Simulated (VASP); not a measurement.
# Cu (Fm-3m) in VASP: notebook

The runs below take Cu through single point, with PBE.

Everything below comes from runs of VASP 6.6.1. Logs are shortened: lines on timing, memory, paths and dates and some standing lists are left out, and cuts for length are marked.

## 1. The cell of the first run

Symmetry: Fm-3m, No. 225, cubic system. The conventional cell has a = 3.541 Å, b = 3.541 Å, c = 3.541 Å, α = 90.00°, β = 90.00°, γ = 90.00°. Cu (site symmetry m-3m) has 12 Cu at 2.50 Å within 3.3 Å.

## 2. Single point, PBE

INCAR reads:

```
SYSTEM = Cu
ALGO     = Normal         ! electronic algorithm
EDIFF    = 1E-6           ! SCF threshold, eV
ENCUT    = 520            ! plane-wave cutoff, eV
GGA      = PE             ! functional
ISIF     = 2              ! what is computed and relaxed
ISMEAR   = -1             ! smearing method
LASPH    = .TRUE.         ! aspherical terms in the spheres
LCHARG   = .FALSE.        ! write CHGCAR
LREAL    = .FALSE.        ! projectors in reciprocal space
LWAVE    = .FALSE.        ! write WAVECAR
NBANDS   = 12             ! bands
NELM     = 60             ! most SCF steps
PREC     = Accurate       ! precision mode
SIGMA    = 0.15           ! smearing width, eV
```

KPOINTS reads:

```
k-points
0
G
  14 14 14
  0 0 0
```

POSCAR reads:

```
Cu
1.0
    0.0000000000      1.7706018915      1.7706018915
    1.7706018915      0.0000000000      1.7706018915
    1.7706018915      1.7706018915      0.0000000000
Cu
1
Direct
    0.0000000000      0.0000000000      0.0000000000
```

Potentials or basis: VASP PAW PBE potentials, release 64 (Cu).

Launch:

```bash
cat potpaw_PBE.64/Cu/POTCAR > POTCAR
mpirun -np 1 vasp_std > vasp.out
```

OUTCAR:

```text
SYSTEM = Cu
   EDIFF = 1E-6
   ENCUT = 520
   GGA = PE
   ISIF = 2
   ISMEAR = -1
   LASPH = .TRUE.
   LREAL = .FALSE.
   NELM = 60
   PREC = Accurate

 ion  position               nearest neighbor table
   1  0.000  0.000  0.000-

  LATTYP: Found a face centered cubic cell.
 ALAT       =     3.5412037830

  Lattice vectors:

 A1 = (   0.0000000000,   1.7706018915,   1.7706018915)
 A2 = (   1.7706018915,   0.0000000000,   1.7706018915)
 A3 = (   1.7706018915,   1.7706018915,   0.0000000000)

Analysis of symmetry for initial positions (statically):
=====================================================================
 Subroutine PRICEL returns:
 Original cell was already a primitive cell.

 Routine SETGRP: Setting up the symmetry group for a
 face centered cubic supercell.

 Subroutine GETGRP returns: Found 48 space group operations
 (whereof 48 operations were pure point group operations)
 out of a pool of 48 trial point group operations.

The static configuration has the point symmetry O_h .

Analysis of symmetry for dynamics (positions and initial velocities):
=====================================================================
 Subroutine PRICEL returns:
 Original cell was already a primitive cell.

 Routine SETGRP: Setting up the symmetry group for a
 face centered cubic supercell.

 Subroutine GETGRP returns: Found 48 space group operations
 (whereof 48 operations were pure point group operations)
 out of a pool of 48 trial point group operations.

The dynamic configuration has the point symmetry O_h .

 Subroutine INISYM returns: Found 48 space group operations
 (whereof 48 operations are pure point group operations),
 and found     1 'primitive' translations

----------------------------------------------------------------------------------------

                                     Primitive cell

  volume of cell :      11.1018

  direct lattice vectors                    reciprocal lattice vectors
     0.000000000  1.770601891  1.770601891    -0.282389849  0.282389849  0.282389849
     1.770601891  0.000000000  1.770601891     0.282389849 -0.282389849  0.282389849
     1.770601891  1.770601891  0.000000000     0.282389849  0.282389849 -0.282389849

  length of vectors
     2.504009209  2.504009209  2.504009209     0.489113565  0.489113565  0.489113565

  position of ions in fractional coordinates (direct lattice)
     0.000000000  0.000000000  0.000000000

  ion indices of the primitive-cell ions
   primitive index   ion index
                 1           1

----------------------------------------------------------------------------------------

 KPOINTS: k-points

Automatic generation of k-mesh.
 Grid dimensions read from file:
 generate k-points for:   14   14   14

 Generating k-lattice:

  Cartesian coordinates                     Fractional coordinates (reciprocal lattice)
    -0.020170703  0.020170703  0.020170703     0.071428571  0.000000000  0.000000000
     0.020170703 -0.020170703  0.020170703     0.000000000  0.071428571  0.000000000
     0.020170703  0.020170703 -0.020170703     0.000000000  0.000000000  0.071428571

  Length of vectors
     0.034936683  0.034936683  0.034936683

  Shift w.r.t. Gamma in fractional coordinates (k-lattice)
     0.000000000  0.000000000  0.000000000

 Subroutine IBZKPT returns following result:
 ===========================================

 Found    104 irreducible k-points:

 Following reciprocal coordinates:
            Coordinates               Weight
  0.000000  0.000000  0.000000      1.000000
  0.071429  0.000000  0.000000      8.000000
  0.142857  0.000000  0.000000      8.000000
  0.214286  0.000000  0.000000      8.000000
  0.285714  0.000000  0.000000      8.000000
  0.357143  0.000000  0.000000      8.000000
[... 16 lines left out ...]
  0.214286  0.142857  0.000000     24.000000
  0.285714  0.142857  0.000000     24.000000
 [... further k-points ...]
   k-points           NKPTS =    104   k-points in BZ     NKDIM =    104   number of bands    NBANDS=     12
   number of dos      NEDOS =    301   number of ions     NIONS =      1
   total plane-waves  NPLWV =   8000
   dimension x,y,z NGX =    20 NGY =   20 NGZ =   20
   dimension x,y,z NGXF=    40 NGYF=   40 NGZF=   40
   ions per type =               1
   NGX,Y,Z   is equivalent  to a cutoff of  13.28, 13.28, 13.28 a.u.
   NGXF,Y,Z  is equivalent  to a cutoff of  26.56, 26.56, 26.56 a.u.
 SYSTEM =  Cu
   PREC   = accura    normal or accurate (medium, high low for compatibility)
   ISTART =      0    job   : 0-new  1-cont  2-samecut
   ICHARG =      2    charge: 1-file 2-atom 10-const
   ISPIN  =      1    spin polarized calculation?
   LNONCOLLINEAR =      F non collinear calculations
   LSORBIT =      F    spin-orbit coupling
   LASPH  =      T    aspherical Exc in radial PAW
   ENCUT  =  520.0 eV  38.22 Ry    6.18 a.u.   4.66  4.66  4.66*2*pi/ulx,y,z
   NELM   =     60;   NELMIN=  2; NELMDL= -5     # of ELM steps
[... 56 lines left out ...]
      1      -1.4550      2.00000
      2       5.1506      2.00000
      3       5.1506      2.00000
      4       5.1506      2.00000
      5       6.0554      2.00000
      6       6.0554      2.00000
      7      31.4655      0.00000
      8      34.5975      0.00000
      9      34.5975      0.00000
     10      34.5975      0.00000
     11      37.1560      0.00000
     12      37.1560      0.00000

 k-point     2 :       0.0714    0.0000    0.0000
  band No.  band energies     occupation
      1      -1.2608      2.00000
      2       5.1072      2.00000
      3       5.1886      2.00000
      4       5.1886      2.00000
      5       6.0404      2.00000
      6       6.0404      2.00000
      7      30.4012      0.00000
      8      32.7485      0.00000
      9      34.0446      0.00000
     10      34.0446      0.00000
     11      37.9644      0.00000
     12      37.9644      0.00000

 k-point     3 :       0.1429    0.0000    0.0000
  band No.  band energies     occupation
      1      -0.6903      2.00000
      2       4.9974      2.00000
      3       5.2754      2.00000
      4       5.2754      2.00000
      5       6.0209      2.00000
      6       6.0209      2.00000
      7      26.9309      0.00000
      8      32.1483      0.00000
      9      33.1755      0.00000
     10      33.1755      0.00000
     11      38.9360      0.00000
     12      39.3174      0.00000

 k-point     4 :       0.2143    0.0000    0.0000
  band No.  band energies     occupation
      1       0.2115      2.00000
      2       4.8859      2.00000
      3       5.3294      2.00000
      4       5.3294      2.00000
      5       6.0728      2.00000
      6       6.0728      2.00000
      7      23.1707      0.00000
      8      31.7039      0.00000
      9      32.4489      0.00000
     10      32.4489      0.00000
     11      38.7616      0.00000
     12      38.7616      0.00000

 k-point     5 :       0.2857    0.0000    0.0000
  band No.  band energies     occupation
      1       1.3212      2.00000
      2       4.9079      2.00000
      3       5.2916      2.00000
      4       5.2916      2.00000
      5       6.2400      2.00000
      6       6.2400      2.00000
      7      19.6054      0.00000
      8      31.1036      0.00000
      9      31.9299      0.00000
     10      31.9299      0.00000
     11      37.0694      0.00000
     12      37.0694      0.00000
[... 228 lines left out ...]
      1      -0.9411      2.00000
      2       5.0287      2.00000
      3       5.2442      2.00000
      4       5.2585      2.00000
      5       5.9659      2.00000
      6       6.0782      2.00000
      7      29.1299      0.00000
      8      30.3121      0.00000
      9      33.5660      0.00000
     10      35.3251      0.00000
     11      37.4059      0.00000
     12      37.7096      0.00000

 k-point    22 :       0.1429    0.1429    0.0000
  band No.  band energies     occupation
      1      -0.4396      2.00000
      2       4.8464      2.00000
      3       5.4024      2.00000
      4       5.4024      2.00000
      5       5.7912      2.00000
      6       6.1667      2.00000
      7      29.5029      0.00000
      8      29.8526      0.00000
      9      29.8526      0.00000
     10      31.6082      0.00000
     11      36.7336      0.00000
     12      41.3105      0.00000

 k-point    23 :       0.2143    0.1429    0.0000
  band No.  band energies     occupation
      1       0.2225      2.00000
      2       4.7008      2.00000
      3       5.4577      2.00000
      4       5.5177      2.00000
      5       5.7816      2.00000
      6       6.2321      2.00000
      7      26.1553      0.00000
      8      28.6933      0.00000
      9      29.7400      0.00000
     10      31.8404      0.00000
     11      35.0568      0.00000
     12      41.3277      0.00000

 k-point    24 :       0.2857    0.1429    0.0000
  band No.  band energies     occupation
      1       1.1667      2.00000
      2       4.5811      2.00000
      3       5.3119      2.00000
      4       5.5620      2.00000
      5       6.0799      2.00000
      6       6.3598      2.00000
      7      22.4641      0.00000
      8      27.8940      0.00000
      9      29.0849      0.00000
     10      31.2343      0.00000
     11      36.0118      0.00000
     12      40.6284      0.00000

 [... further k-points ...]
[... 5 lines left out ...]
  --------------------------------------------------------------------------------------
  -------------------------------------------------------------------------------------
  Total        0.9188816      0.9188816      0.9188816     -0.0000000     -0.0000000      0.0000000
  in kB      132.6103352    132.6103352    132.6103352     -0.0000000     -0.0000000      0.0000000
  external PRESSURE =     132.6103352 kB  Pullay stress =       0.0000000 kB

 VOLUME and BASIS-vectors are now :
 -----------------------------------------------------------------------------
  energy-cutoff  :      520.00
  volume of cell :       11.10
      direct lattice vectors                 reciprocal lattice vectors
     0.000000000  1.770601891  1.770601891    -0.282389849  0.282389849  0.282389849
     1.770601891  0.000000000  1.770601891     0.282389849 -0.282389849  0.282389849
     1.770601891  1.770601891  0.000000000     0.282389849  0.282389849 -0.282389849

 POSITION                                       TOTAL-FORCE (eV/Angst)
 -----------------------------------------------------------------------------------
      0.00000      0.00000      0.00000         0.000000      0.000000      0.000000
 -----------------------------------------------------------------------------------
    total drift:                                0.000000      0.000000      0.000000

  FREE ENERGIE OF THE ION-ELECTRON SYSTEM (eV)
  ---------------------------------------------------
  free  energy   TOTEN  =        -3.7040888227 eV

  energy  without entropy=       -3.6819944166  energy(sigma->0) =       -3.69304162
```

Run time: 5.7 s. Hardware: 1 thread of Intel Xeon 6975P-C (Granite Rapids), shared host; peak memory 0.13 GiB.

Results:

```yaml
Free_energy: -3.7041 eV
Pressure: 13.3 GPa
```

Levels at points of the mesh, in eV from the Fermi level:
```tsv
k point	band 2	band 3	band 4	band 5	band 6	band 7	band 8	band 9	band 10	band 11
(0.00, 0.00, 0.00)	-3.23	-3.23	-3.23	-2.33	-2.33	23.08	26.22	26.22	26.22	28.77
(0.50, 0.00, 0.00)	-3.27	-3.27	-1.70	-1.70	-1.19	4.07	21.55	23.05	23.05	25.98
(0.50, 0.50, 0.00)	-4.76	-1.72	-1.54	-1.54	1.45	7.55	13.57	13.57	18.22	21.31
```

## 3. Single point, PBE

This run uses another cell than the first one, of 11.34 Å³/atom, 1.021 times its volume.

INCAR reads:

```
SYSTEM = Cu
PREC = Accurate
ENCUT = 520
EDIFF = 1E-6
ISMEAR = -1
SIGMA = 0.15
LREAL = .False.
LASPH = .True.
NELM = 100
ALGO = Normal
ISIF = 2
LWAVE = .False.
LCHARG = .False.
GGA = PE
NBANDS = 12
```

KPOINTS reads:

```
Automatic mesh
0
Gamma
  14 14 14
  0 0 0
```

POSCAR reads:

```
Cu
1.0
    0.0000000000      1.7830713297      1.7830713297
    1.7830713297      0.0000000000      1.7830713297
    1.7830713297      1.7830713297      0.0000000000
Cu
1
Direct
    0.0000000000      0.0000000000      0.0000000000
```

Potentials or basis: VASP PAW PBE potentials, release 64 (Cu).

Launch:

```bash
cat potpaw_PBE.64/Cu/POTCAR > POTCAR
mpirun -np 1 vasp_std > vasp.out
```

It took 5.5 s on 1 thread of Intel Xeon 6975P-C (Granite Rapids), shared host; peak memory 0.13 GiB.

Results (log left out):

- Free energy: -3.7207 eV
- Pressure: 9.2 GPa

Levels at points of the mesh, in eV from the Fermi level:
```tsv
k point	band 2	band 3	band 4	band 5	band 6	band 7	band 8	band 9	band 10	band 11
(0.00, 0.00, 0.00)	-3.16	-3.16	-3.16	-2.28	-2.28	22.92	25.89	25.89	25.89	28.42
(0.50, 0.00, 0.00)	-3.19	-3.19	-1.68	-1.68	-1.12	3.97	21.40	22.72	22.72	25.67
(0.50, 0.50, 0.00)	-4.64	-1.70	-1.52	-1.52	1.47	7.41	13.41	13.41	18.00	20.95
```

## 4. Single point, PBE

This run uses another cell than the first one, of 11.57 Å³/atom, 1.043 times its volume.

INCAR reads:

```
ALGO = Normal
EDIFF = 1E-6
ENCUT = 520
GGA = PE
ISIF = 2
ISMEAR = -1
LASPH = T
LCHARG = T
LELF = T
LREAL = F
LVHAR = T
LWAVE = F
NBANDS = 12
NELM = 100
PREC = Accurate
SIGMA = 0.15
```

KPOINTS reads:

```
k-points
0
Gamma
  14 14 14
```

POSCAR reads:

```
Cu
1.0
    0.0000000000      1.7953687620      1.7953687620
    1.7953687620      0.0000000000      1.7953687620
    1.7953687620      1.7953687620      0.0000000000
Cu
1
Direct
    0.0000000000      0.0000000000      0.0000000000
```

Launch:

```bash
cat potpaw_PBE.64/Cu/POTCAR > POTCAR
mpirun -np 1 vasp_std > vasp.out
```

Wall time 5.9 s (1 thread of Intel Xeon 6975P-C (Granite Rapids), shared host); peak memory 0.13 GiB.

Results (log left out):

| Property | Result |
| --- | --- |
| Free energy | -3.7317 eV |
| Pressure | 5.6 GPa |

Levels at points of the mesh, in eV from the Fermi level:
| k point | band 3 | band 4 | band 5 | band 6 | band 7 | band 8 | band 9 | band 10 |
| --- | --- | --- | --- | --- | --- | --- | --- | --- |
| (0.00, 0.00, 0.00) | -3.09 | -3.09 | -2.24 | -2.24 | 22.76 | 25.57 | 25.57 | 25.57 |
| (0.50, 0.00, 0.00) | -3.12 | -1.65 | -1.65 | -1.05 | 3.87 | 21.25 | 22.40 | 22.40 |
| (0.50, 0.50, 0.00) | -1.67 | -1.50 | -1.50 | 1.49 | 7.26 | 13.25 | 13.25 | 17.79 |

## 5. Single point, PBE

This run uses another cell than the first one, of 11.81 Å³/atom, 1.064 times its volume.

INCAR reads:

```
SYSTEM = Cu
PREC     = Accurate       ! precision mode
ENCUT    = 520            ! plane-wave cutoff, eV
EDIFF    = 1E-6           ! SCF threshold, eV
ISMEAR   = -1             ! smearing method
SIGMA    = 0.15           ! smearing width, eV
LREAL    = .FALSE.        ! projectors in reciprocal space
LASPH    = .TRUE.         ! aspherical terms in the spheres
NELM     = 80             ! most SCF steps
ALGO     = Normal         ! electronic algorithm
ISIF     = 2              ! what is computed and relaxed
LWAVE    = .FALSE.        ! write WAVECAR
LCHARG   = .TRUE.         ! write CHGCAR
GGA      = PE             ! functional
LELF     = .TRUE.         ! ELF
LVHAR    = .TRUE.       
NBANDS   = 12             ! bands
```

KPOINTS reads:

```
Automatic mesh
0
G
  14 14 14
  0 0 0
```

POSCAR reads:

```
Cu
1.0
    0.0000000000      1.8075000000      1.8075000000
    1.8075000000      0.0000000000      1.8075000000
    1.8075000000      1.8075000000      0.0000000000
Cu
1
Direct
    0.0000000000      0.0000000000      0.0000000000
```

Launch:

```bash
cat potpaw_PBE.64/Cu/POTCAR > POTCAR
mpirun -np 1 vasp_std > vasp.out
```

It took 6 s on 1 thread of Intel Xeon 6975P-C (Granite Rapids), shared host; peak memory 0.13 GiB.

It converged, with:

* Free energy: -3.7377 eV
* Pressure: 2.4 GPa

Levels at points of the mesh, in eV from the Fermi level:
| k point | band 3 | band 4 | band 5 | band 6 | band 7 | band 8 | band 9 | band 10 |
| --- | --- | --- | --- | --- | --- | --- | --- | --- |
| (0.00, 0.00, 0.00) | -3.02 | -3.02 | -2.20 | -2.20 | 22.61 | 25.25 | 25.25 | 25.25 |
| (0.50, 0.00, 0.00) | -3.05 | -1.63 | -1.63 | -0.99 | 3.77 | 21.10 | 22.08 | 22.08 |
| (0.50, 0.50, 0.00) | -1.65 | -1.49 | -1.49 | 1.51 | 7.13 | 13.09 | 13.09 | 17.59 |

## 6. Single point, PBE

This run uses another cell than the first one, of 12.05 Å³/atom, 1.085 times its volume.

INCAR reads:

```
  PREC = Accurate
  ENCUT = 520
  EDIFF = 1E-7
  ISMEAR = -1
  SIGMA = 0.15
  LREAL = False
  LASPH = True
  NELM = 80
  ALGO = Normal
  ISIF = 2
  LWAVE = False
  LCHARG = True
  GGA = PE
  LELF = True
  LVHAR = True
  NBANDS = 12
```

KPOINTS reads:

```
regular mesh
0
Gamma
  14 14 14
```

POSCAR reads:

```
Cu
1.0
    0.0000000000      1.8194705475      1.8194705475
    1.8194705475      0.0000000000      1.8194705475
    1.8194705475      1.8194705475      0.0000000000
Cu
1
Direct
    0.0000000000      0.0000000000      0.0000000000
```

Potentials or basis: VASP PAW PBE potentials, release 64 (Cu).

Launch:

```bash
cat potpaw_PBE.64/Cu/POTCAR > POTCAR
mpirun -np 1 vasp_std > vasp.out
```

Wall time 6 s (1 thread of Intel Xeon 6975P-C (Granite Rapids), shared host); peak memory 0.13 GiB.

The run converged. Its results:

* Free energy: -3.7392 eV
* Pressure: -0.4 GPa

Levels at points of the mesh, in eV from the Fermi level:
```csv
k point,band 3,band 4,band 5,band 6,band 7,band 8,band 9,band 10
"(0.00, 0.00, 0.00)",-2.95,-2.95,-2.16,-2.16,22.45,24.94,24.94,24.94
"(0.50, 0.00, 0.00)",-2.99,-1.61,-1.61,-0.93,3.67,20.95,21.78,21.78
"(0.50, 0.50, 0.00)",-1.62,-1.47,-1.47,1.53,6.99,12.95,12.95,17.39
```

## 7. Summary

| cell | gap on the mesh (eV) | pressure (GPa) |
| --- | --- | --- |
| a = 2.504 Å, angles 60.0°, 1 atom | none | 13.3 |
| a = 2.522 Å, angles 60.0°, 1 atom | none | 9.2 |
| a = 2.539 Å, angles 60.0°, 1 atom | none | 5.6 |
| a = 2.556 Å, angles 60.0°, 1 atom | none | 2.4 |
| a = 2.573 Å, angles 60.0°, 1 atom | none | -0.4 |

Alike in all rows: task single point; level PBE; potentials or basis VASP PAW PBE potentials, release 64 (Cu); no spin polarisation; k mesh 14 × 14 × 14; cutoff (eV) 520; smearing fermi-dirac 0.15 eV.

Total energies depend on the potentials used, so only differences within one code and one set of settings carry meaning.
